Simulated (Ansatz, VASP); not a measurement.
Two plane-wave programs on Al12HO

Contents of INCAR:

```
SYSTEM = Al12HO
ALGO = Fast ; DIPOL = 0.5 0.5 0.288
EDIFF = 1E-7 ; ENCUT = 520
GGA = PE ; IDIPOL = 3
ISIF = 2 ; ISMEAR = 0
ISPIN = 2 ; LASPH = .TRUE.
LCHARG = .FALSE. ; LDIPOL = .TRUE.
LORBIT = 11 ; LREAL = .FALSE.
LWAVE = .FALSE. ; MAGMOM = 0 0 0 0 0 0 0 0 0 0 0 0 1 0
NBANDS = 38 ; NELM = 150
PREC = Accurate ; SIGMA = 0.1
```

File KPOINTS:

```
k-points
0
G
  5 5 1
  0 0 0
```

Contents of POSCAR:

```
Al12HO
1.0
    5.7143028096      0.0000000000      0.0000000000
    0.0000000000      5.7143028096      0.0000000000
    0.0000000000      0.0000000000     22.1750227687
Al O H
12 1 1
Direct
    0.2500000000      0.2500000000      0.1803831293
    0.2500000000      0.7500000000      0.1803831293
    0.7500000000      0.2500000000      0.1803831293
    0.7500000000      0.7500000000      0.1803831293
    0.0000000000      0.0000000000      0.2744094920
    0.0000000000      0.5000000000      0.2744094920
    0.5000000000      0.0000000000      0.2744094920
    0.5000000000      0.5000000000      0.2744094920
    0.2500000000      0.2500000000      0.3686590473
    0.2500000000      0.7500000000      0.3686590473
    0.7500000000      0.2500000000      0.3686590473
    0.7500000000      0.7500000000      0.3686590473
    0.5000000000      0.5000000000      0.3560322283
    0.5874997382      0.5874997382      0.3879197618
```

Input for Ansatz:

```yaml
crystal:
  lattice:
    - [5.7143028096, 0.0, 0.0]
    - [0.0, 5.7143028096, 0.0]
    - [0.0, 0.0, 22.1750227687]
  atoms:
    - { symbol: Al, position: [0.25, 0.25, 0.1803831293] }
    - { symbol: Al, position: [0.25, 0.75, 0.1803831293] }
    - { symbol: Al, position: [0.75, 0.25, 0.1803831293] }
    - { symbol: Al, position: [0.75, 0.75, 0.1803831293] }
    - { symbol: Al, position: [0.0, 0.0, 0.274409492] }
    - { symbol: Al, position: [0.0, 0.5, 0.274409492] }
    - { symbol: Al, position: [0.5, 0.0, 0.274409492] }
    - { symbol: Al, position: [0.5, 0.5, 0.274409492] }
    - { symbol: Al, position: [0.25, 0.25, 0.3686590473] }
    - { symbol: Al, position: [0.25, 0.75, 0.3686590473] }
    - { symbol: Al, position: [0.75, 0.25, 0.3686590473] }
    - { symbol: Al, position: [0.75, 0.75, 0.3686590473] }
    - { symbol: O, position: [0.5, 0.5, 0.3560322283], spin: 1.0 }
    - { symbol: H, position: [0.5874997382, 0.5874997382, 0.3879197618] }
basis:
  ecutwfc: 420
kpoints:
  mp_grid: { grid: [5, 5, 1] }
hamiltonian:
  xc: pbe
scf:
  occupations: { method: gaussian, width: 0.1 }
output:
  forces: true
  eigenvalues: true
  populations: true
magnetization:
  spin_polarized: true
efield:
  axis: 3
  dipole_correction: true
  ramp_width: 0.04
```

Alike in both runs: task single point; functional PBE; k mesh 5 × 5 × 1; occupations gaussian, width 0.1 eV; collinear spin.

|  | VASP | Ansatz |
| --- | --- | --- |
| version | VASP 6.6.1 | Ansatz 0.2.0 |
| potentials or method | VASP PAW PBE potentials, release 64 (Al, O, H), cutoff 520 eV | scalar-relativistic, plane waves, PAW |
| valence electrons in the cell | 43 | 43 |

Ansatz gave:

| Quantity | Value |
| --- | --- |
| gap on the k mesh at the Fermi level (eV) | none |
| rms of the force components (eV/Å) | 1.922 |
| net moment per atom (μB) | 0.00 |

Question: Estimate VASP's values.

Answer: gap on the k mesh at the Fermi level (eV): none; rms of the force components (eV/Å): 1.930; net moment per atom (μB): 0.00.

Atom by atom the forces differ by 0.031 eV/Å (rms over components). A gap of «none» marks a metal or a gap that the smearing closes. Ansatz's warnings: seeded moment not kept.
